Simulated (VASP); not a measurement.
# PbS (Fm-3m) in VASP: single point with HSE06

Aim: the single point of PbS with HSE06.

All numbers are computed with VASP 6.6.1; they aren't measurements. Logs are shortened: lines on timing, memory, paths and dates and some standing lists are left out, and cuts for length are marked.

## 1. The cell of the first run

Symmetry: Fm-3m, No. 225, cubic system. The conventional cell has a = 5.882 Å, b = 5.882 Å, c = 5.882 Å, α = 90.00°, β = 90.00°, γ = 90.00°. Within 3.9 Å of Pb (site symmetry m-3m) lie 6 S at 2.94 Å. Within 3.9 Å of S (site symmetry m-3m) lie 6 Pb at 2.94 Å.

## 2. Single point, HSE06 (strain -1.5%)

Contents of POSCAR:

```
PbS
1.0
    0.0000000000      2.9412293325      2.9412293325
    2.9412293325      0.0000000000      2.9412293325
    2.9412293325      2.9412293325      0.0000000000
Pb S
1 1
Direct
    0.0000000000      0.0000000000      0.0000000000
    0.5000000000      0.5000000000      0.5000000000
```

Contents of INCAR.step1:

```
SYSTEM = PbS
  PREC = Accurate
  ENCUT = 520
  EDIFF = 1E-5
  ISMEAR = 0
  SIGMA = 0.01
  LREAL = .FALSE.
  LASPH = .TRUE.
  NELM = 80
  ALGO = Normal
  ISIF = 2
  LWAVE = .TRUE.
  LCHARG = .FALSE.
  GGA = PE
  NBANDS = 17
```

Contents of INCAR.step2:

```
SYSTEM = PbS
  PREC = Accurate
  ENCUT = 520
  EDIFF = 1E-6
  ISMEAR = 0
  SIGMA = 0.01
  LREAL = .FALSE.
  LASPH = .TRUE.
  NELM = 80
  ALGO = Normal
  ISIF = 2
  LWAVE = .FALSE.
  LCHARG = .FALSE.
  GGA = PE
  LHFCALC = .TRUE.
  HFSCREEN = 0.2079
  PRECFOCK = Normal
  ISTART = 1
  NBANDS = 17
```

Contents of KPOINTS:

```
regular mesh
0
G
  6 6 6
  0 0 0
```

Potentials or basis: VASP PAW PBE potentials, release 64 (Pb_d, S).

Started as:

```bash
> cat potpaw_PBE.64/Pb_d/POTCAR potpaw_PBE.64/S/POTCAR > POTCAR
> cp INCAR.step1 INCAR
> mpirun -np 1 vasp_std > vasp.out
> cp INCAR.step2 INCAR
> mpirun -np 1 vasp_std > vasp.out
```

OUTCAR:

```text
SYSTEM = PbS
   PREC = Accurate
   ENCUT = 520
   EDIFF = 1E-6
   ISMEAR = 0
   LREAL = .FALSE.
   LASPH = .TRUE.
   NELM = 80
   ISIF = 2
   GGA = PE
   LHFCALC = .TRUE.
   HFSCREEN = 0.2079
   PRECFOCK = Normal
   ISTART = 1

 ion  position               nearest neighbor table
   1  0.000  0.000  0.000-   2 2.94   2 2.94   2 2.94   2 2.94   2 2.94   2 2.94
   2  0.500  0.500  0.500-   1 2.94   1 2.94   1 2.94   1 2.94   1 2.94   1 2.94

  LATTYP: Found a face centered cubic cell.
 ALAT       =     5.8824586650

  Lattice vectors:

 A1 = (   0.0000000000,   2.9412293325,   2.9412293325)
 A2 = (   2.9412293325,   0.0000000000,   2.9412293325)
 A3 = (   2.9412293325,   2.9412293325,   0.0000000000)

Analysis of symmetry for initial positions (statically):
=====================================================================
 Subroutine PRICEL returns:
 Original cell was already a primitive cell.

 Routine SETGRP: Setting up the symmetry group for a
 face centered cubic supercell.

 Subroutine GETGRP returns: Found 48 space group operations
 (whereof 48 operations were pure point group operations)
 out of a pool of 48 trial point group operations.

The static configuration has the point symmetry O_h .

Analysis of symmetry for dynamics (positions and initial velocities):
=====================================================================
 Subroutine PRICEL returns:
 Original cell was already a primitive cell.

 Routine SETGRP: Setting up the symmetry group for a
 face centered cubic supercell.

 Subroutine GETGRP returns: Found 48 space group operations
 (whereof 48 operations were pure point group operations)
 out of a pool of 48 trial point group operations.

The dynamic configuration has the point symmetry O_h .

 Subroutine INISYM returns: Found 48 space group operations
 (whereof 48 operations are pure point group operations),
 and found     1 'primitive' translations

----------------------------------------------------------------------------------------

                                     Primitive cell

  volume of cell :      50.8881

  direct lattice vectors                    reciprocal lattice vectors
     0.000000000  2.941229332  2.941229332    -0.169996945  0.169996945  0.169996945
     2.941229332  0.000000000  2.941229332     0.169996945 -0.169996945  0.169996945
     2.941229332  2.941229332  0.000000000     0.169996945  0.169996945 -0.169996945

  length of vectors
     4.159526412  4.159526412  4.159526412     0.294443345  0.294443345  0.294443345

  position of ions in fractional coordinates (direct lattice)
     0.000000000  0.000000000  0.000000000
     0.500000000  0.500000000  0.500000000

  ion indices of the primitive-cell ions
   primitive index   ion index
                 1           1
                 2           2

----------------------------------------------------------------------------------------

 KPOINTS: regular mesh

Automatic generation of k-mesh.
 Grid dimensions read from file:
 generate k-points for:    6    6    6

 Generating k-lattice:

  Cartesian coordinates                     Fractional coordinates (reciprocal lattice)
    -0.028332824  0.028332824  0.028332824     0.166666667  0.000000000  0.000000000
     0.028332824 -0.028332824  0.028332824     0.000000000  0.166666667  0.000000000
     0.028332824  0.028332824 -0.028332824     0.000000000  0.000000000  0.166666667

  Length of vectors
     0.049073891  0.049073891  0.049073891

  Shift w.r.t. Gamma in fractional coordinates (k-lattice)
     0.000000000  0.000000000  0.000000000

 Subroutine IBZKPT returns following result:
 ===========================================

 Found     16 irreducible k-points:

 Following reciprocal coordinates:
            Coordinates               Weight
  0.000000  0.000000  0.000000      1.000000
  0.166667  0.000000  0.000000      8.000000
  0.333333  0.000000  0.000000      8.000000
  0.500000  0.000000  0.000000      4.000000
  0.166667  0.166667  0.000000      6.000000
  0.333333  0.166667  0.000000     24.000000
[... 8 lines left out ...]
 -0.333333  0.333333  0.166667     24.000000
 -0.333333  0.500000  0.166667     12.000000
   k-points           NKPTS =     16   k-points in BZ     NKDIM =    216   number of bands    NBANDS=     17
   number of dos      NEDOS =    301   number of ions     NIONS =      2
   total plane-waves  NPLWV =  32768
   dimension x,y,z NGX =    32 NGY =   32 NGZ =   32
   dimension x,y,z NGXF=    64 NGYF=   64 NGZF=   64
   ions per type =               1   1
   NGX,Y,Z   is equivalent  to a cutoff of  12.79, 12.79, 12.79 a.u.
   NGXF,Y,Z  is equivalent  to a cutoff of  25.58, 25.58, 25.58 a.u.
 SYSTEM =  PbS
   PREC   = accura    normal or accurate (medium, high low for compatibility)
   ISTART =      1    job   : 0-new  1-cont  2-samecut
   ICHARG =      0    charge: 1-file 2-atom 10-const
   ISPIN  =      1    spin polarized calculation?
   LNONCOLLINEAR =      F non collinear calculations
   LSORBIT =      F    spin-orbit coupling
   LASPH  =      T    aspherical Exc in radial PAW
   ENCUT  =  520.0 eV  38.22 Ry    6.18 a.u.   7.73  7.73  7.73*2*pi/ulx,y,z
   NELM   =     80;   NELMIN=  2; NELMDL=  0     # of ELM steps
   EDIFF  = 0.1E-05   stopping-criterion for ELM
   LREAL  =      F    real-space projection
   EDIFFG = 0.1E-04   stopping-criterion for IOM
   NSW    =      0    number of steps for IOM
   IBRION =     -1    ionic relax: 0-MD 1-quasi-New 2-CG
   NFREE  =      0    steps in history (QN), initial steepest desc. (CG)
   ISIF   =      2    stress and relaxation
   ISYM   =      3    0-nonsym 1-usesym 2-fastsym
   POTIM  = 0.5000    time-step for ionic-motion
   TEBEG  =    0.0;   TEEND  =   0.0 temperature during run
   PSTRESS=    0.0 pullay stress
   NELECT =      20.0000    total number of electrons
   NUPDOWN=      -1.0000    fix difference up-down
   EMIN   =  10.00;   EMAX   =-10.00  energy-range for DOS
   EFERMI =   0.00;   METHOD = LEGACY
   ISMEAR =     0;   SIGMA  =   0.01  broadening in eV -4-tet -1-fermi 0-gaus
   EFERMI_NEDOS =   21; number of points for ismear=-14 and -15
   IALGO  =     38    algorithm
   IMIX   =      1    mixing-type and parameters
     AMIX     =   0.40;   BMIX     =  1.00
     AMIX_MAG =   1.60;   BMIX_MAG =  1.00
  volume/ion in A,a.u.               =      25.44       171.71
  Fermi-wavevector in a.u.,A,eV,Ry     =   1.199166  2.266095 19.565163  1.437999
  Thomas-Fermi vector in A             =   2.335036
   LORBIT       =      0    0 simple, 1 ext, 2 COOP (PROOUT), +10 PAW based schemes
   GGA     = PE    functional components
   LHFCALC =     T    Hartree Fock is set to
   PRECFOCK=normal    Normal, Fast or Accurate (Low or Medium for compatibility)
   ENCUT4O =  -1.0   cutoff for four orbital integrals eV
   NKREDX  =     1    reduce k-point grid by
   NKREDY  =     1    reduce k-point grid by
   NKREDZ  =     1    reduce k-point grid by
   AEXX    =    0.2500 exact exchange contribution
   HFSCREEN=    0.2079 screening length (either q_TF or 0.3 A-1)
   HFSCREENC=   0.2079 screening length for correlation (either q_TF or 0.3 A-1)
   ENCUTFOCK=  -1.0 apply spherical cutoff to Coloumb kernel
   IVDW    =     0    specifies the selected vdW correction
   LEPSILON=     F    determine dielectric tensor
   LRPA    =     F    only Hartree local field effects (RPA)
 non-spin polarized calculation
 Gauss-broadening in eV      SIGMA  =   0.01
  energy-cutoff  :      520.00
  volume of cell :       50.89
 maximum number of plane-waves:      1382
  NGX = 24; NGY = 24; NGZ = 24

 number of electron      19.9999996 magnetization

 Free energy of the ion-electron system (eV)
  ---------------------------------------------------
  ext. energy  EPLUGINS =         0.00000000
  ---------------------------------------------------
  free energy    TOTEN  =       -10.38950224 eV

  energy without entropy =      -10.38950224  energy(sigma->0) =      -10.38950224

 E-fermi :   6.0372     XC(G=0):  -8.1374

 val. band max:        5.9258938845   @ k =   0.5000   0.0000   0.0000
 cond. band min:       6.6054914490   @ k =   0.5000   0.0000   0.0000
 fundamental gap:      0.6795975645
 Fermi energy:         6.0372091683

 k-point     1 :       0.0000    0.0000    0.0000
  band No.  band energies     occupation
      1     -12.7542      2.00000
      2     -12.7542      2.00000
      3     -12.7542      2.00000
      4     -12.7517      2.00000
      5     -12.7517      2.00000
      6      -9.5210      2.00000
[... 9 lines left out ...]
     16      13.2327      0.00000
     17      15.1477      0.00000

 k-point     2 :       0.1667    0.0000    0.0000
  band No.  band energies     occupation
      1     -12.7622      2.00000
      2     -12.7622      2.00000
      3     -12.7533      2.00000
      4     -12.7414      2.00000
      5     -12.7414      2.00000
      6      -9.2598      2.00000
[... 9 lines left out ...]
     16      13.9024      0.00000
     17      17.1940      0.00000

 k-point     3 :       0.3333    0.0000    0.0000
  band No.  band energies     occupation
      1     -12.7820      2.00000
      2     -12.7820      2.00000
      3     -12.7526      2.00000
      4     -12.7165      2.00000
      5     -12.7165      2.00000
      6      -8.5995      2.00000
[... 9 lines left out ...]
     16      15.4224      0.00000
     17      19.2902      0.00000

 k-point     4 :       0.5000    0.0000    0.0000
  band No.  band energies     occupation
      1     -12.7919      2.00000
      2     -12.7919      2.00000
      3     -12.7527      2.00000
      4     -12.7041      2.00000
      5     -12.7041      2.00000
      6      -8.1394      2.00000
[... 9 lines left out ...]
     16      16.9292      0.00000
     17      17.4401      0.00000
[... 183 lines left out ...]
      1     -12.8541      2.00000
      2     -12.7582      2.00000
      3     -12.7558      2.00000
      4     -12.7131      2.00000
      5     -12.7057      2.00000
      6      -8.0596      2.00000
[... 9 lines left out ...]
     16      17.4805      0.00000
     17      17.8460      0.00000

 k-point    15 :      -0.3333    0.3333    0.1667
  band No.  band energies     occupation
      1     -12.8675      2.00000
      2     -12.7641      2.00000
      3     -12.7365      2.00000
      4     -12.7307      2.00000
      5     -12.6958      2.00000
      6      -7.7224      2.00000
[... 9 lines left out ...]
     16      18.2995      0.00000
     17      18.6914      0.00000

 k-point    16 :      -0.3333    0.5000    0.1667
  band No.  band energies     occupation
      1     -12.9098      2.00000
      2     -12.7600      2.00000
      3     -12.7449      2.00000
      4     -12.7126      2.00000
      5     -12.6875      2.00000
      6      -7.5784      2.00000
[... 9 lines left out ...]
     16      18.8365      0.00000
     17      19.2108      0.00000

------------------------ aborting loop because EDIFF is reached ----------------------------------------

  FORCE on cell =-STRESS in cart. coord.  units (eV):
  Direction    XX          YY          ZZ          XY          YZ          ZX
  --------------------------------------------------------------------------------------
  -------------------------------------------------------------------------------------
  Total        0.8209963      0.8209963      0.8209963      0.0000000      0.0000000      0.0000000
  in kB       25.8484858     25.8484858     25.8484858      0.0000000      0.0000000      0.0000000
  external PRESSURE =      25.8484858 kB  Pullay stress =       0.0000000 kB

 VOLUME and BASIS-vectors are now :
 -----------------------------------------------------------------------------
  energy-cutoff  :      520.00
  volume of cell :       50.89
      direct lattice vectors                 reciprocal lattice vectors
     0.000000000  2.941229332  2.941229332    -0.169996945  0.169996945  0.169996945
     2.941229332  0.000000000  2.941229332     0.169996945 -0.169996945  0.169996945
     2.941229332  2.941229332  0.000000000     0.169996945  0.169996945 -0.169996945

 POSITION                                       TOTAL-FORCE (eV/Angst)
 -----------------------------------------------------------------------------------
      0.00000      0.00000      0.00000         0.000000     -0.000000      0.000000
      2.94123      2.94123      2.94123        -0.000000      0.000000     -0.000000
 -----------------------------------------------------------------------------------
    total drift:                                0.000001      0.000001      0.000003

  FREE ENERGIE OF THE ION-ELECTRON SYSTEM (eV)
  ---------------------------------------------------
  free  energy   TOTEN  =       -10.3895022356 eV

  energy  without entropy=      -10.3895022356  energy(sigma->0) =      -10.38950224
```

It took 63 min on 1 thread of Oxide Virtual Turin-like, shared host; peak memory 0.27 GiB.

What came out:

```yaml
Free_energy: -10.3895 eV
Pressure: 2.6 GPa
Band_gap_on_the_k_mesh: 0.68 eV
```

Caveat: the cell differs from its parent crystal (strain -1.5%); the PAW data sets were made with another functional, which shifts forces and pressure a little; spin-orbit coupling is left out, which moves the levels of the heavy elements. A k mesh can miss the band edges.
